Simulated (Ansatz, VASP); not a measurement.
**Si3S2 in VASP and in Ansatz**

```
Si S
1.0
     4.24280   -0.08116   -0.00821
    -2.19168    3.79058    0.01751
    -0.01061    0.02002    5.33979
Si S
3 2
Direct
  0.01193 0.99777 0.99962
  0.35385 0.68625 0.77122
  0.62548 0.29354 0.20310
  0.37968 0.69932 0.34782
  0.62906 0.32312 0.67824
```

Change from the starting cell: anti-A-type sesquioxide type (P-3m1, No. 164); cell x1, atoms moved at random (sigma 0.1 Å) and cell strained at random (1.5 %), then relaxed without symmetry.

Alike in both runs: task relaxation of cell and atoms; functional PBE; k mesh 6 × 6 × 4; occupations gaussian, width 0.1 eV; no spin polarisation.

|  | VASP | Ansatz |
| --- | --- | --- |
| version | VASP 6.6.1 | Ansatz 0.2.0 |
| potentials or method | VASP PAW PBE potentials, release 64 (Si, S), cutoff 600 eV | scalar-relativistic, plane waves, PAW |
| valence electrons in the cell | 24 | 24 |

|  | VASP | Ansatz | Ansatz less VASP |
| --- | --- | --- | --- |
| relaxed volume (Å³/atom) | 20.07 | 19.12 | -0.951 |
| relaxed length of the cell vector where the two differ most in proportion (Å) | 5.322 | 5.206 | -0.1162 |

Noted on VASP's run: the volume moved by over 15 % at a fixed basis, so the end points are rough.
